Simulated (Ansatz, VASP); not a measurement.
# Two plane-wave programs on ZrC2

INCAR

```
PREC = Accurate
ENCUT = 520
EDIFF = 1E-6
ISMEAR = 0
SIGMA = 0.2
LREAL = False
LASPH = True
NELM = 60
ALGO = Normal
ISIF = 2
LWAVE = False
LCHARG = True
GGA = PE
LELF = True
LVHAR = True
NBANDS = 29
```

The input KPOINTS:

```
Automatic mesh
0
Gamma
  6 6 4
```

File POSCAR:

```
ZrC2
1.0
   -3.2094459579      0.0000000000      0.0000000000
    0.0000000000      0.0000000000     -3.2937299205
    0.0000000000     -5.5589234633      0.0000000000
Zr C
2 4
Direct
    0.5000000000      0.0000000000      0.5000000000
    0.0000000000      0.0000000000      0.0000000000
    0.0000000000      0.5000000000      0.6666666667
    0.5000000000      0.5000000000      0.1666666667
    0.5000000000      0.5000000000      0.8333333333
    0.0000000000      0.5000000000      0.3333333333
```

Input for Ansatz:

```yaml
crystal:
  lattice:
    - [-3.2094459579, 0.0, 0.0]
    - [0.0, 0.0, -3.2937299205]
    - [0.0, -5.5589234633, 0.0]
  atoms:
    - { symbol: Zr, position: [0.5, 0.0, 0.5] }
    - { symbol: Zr, position: [0.0, 0.0, 0.0] }
    - { symbol: C, position: [0.0, 0.5, 0.6666666667] }
    - { symbol: C, position: [0.5, 0.5, 0.1666666667] }
    - { symbol: C, position: [0.5, 0.5, 0.8333333333] }
    - { symbol: C, position: [0.0, 0.5, 0.3333333333] }
basis:
  ecutwfc: 420
kpoints:
  mp_grid: { grid: [6, 6, 4] }
hamiltonian:
  xc: pbe
scf:
  occupations: { method: gaussian, width: 0.2 }
  lower_state_search: "off"
output:
  forces: true
  stress: true
  eigenvalues: true
```

Alike in both runs: task single point; functional PBE; k mesh 6 × 6 × 4; occupations gaussian, width 0.2 eV; no spin polarisation.

|  | VASP | Ansatz |
| --- | --- | --- |
| version | VASP 6.6.1 | Ansatz 0.2.0 |
| potentials or method | VASP PAW PBE potentials, release 64 (Zr_sv, C), cutoff 520 eV | scalar-relativistic, plane waves, PAW |
| valence electrons in the cell | 40 | 40 |

```tsv
	VASP	Ansatz	Ansatz less VASP
gap on the k mesh at the Fermi level (eV)	none	none	-
pressure (GPa)	0.3	0.1	-0.23
traceless stress, the component that is largest in VASP (GPa)	-0.48	-0.44	+0.037
rms of the force components (eV/Å)	0.088	0.088	-0.0003
```

Atom by atom the forces differ by 0.000 eV/Å (rms over components). A gap of «none» marks a metal or a gap that the smearing closes. With one functional, cell and mesh, what is left measures potentials, basis and numerics.
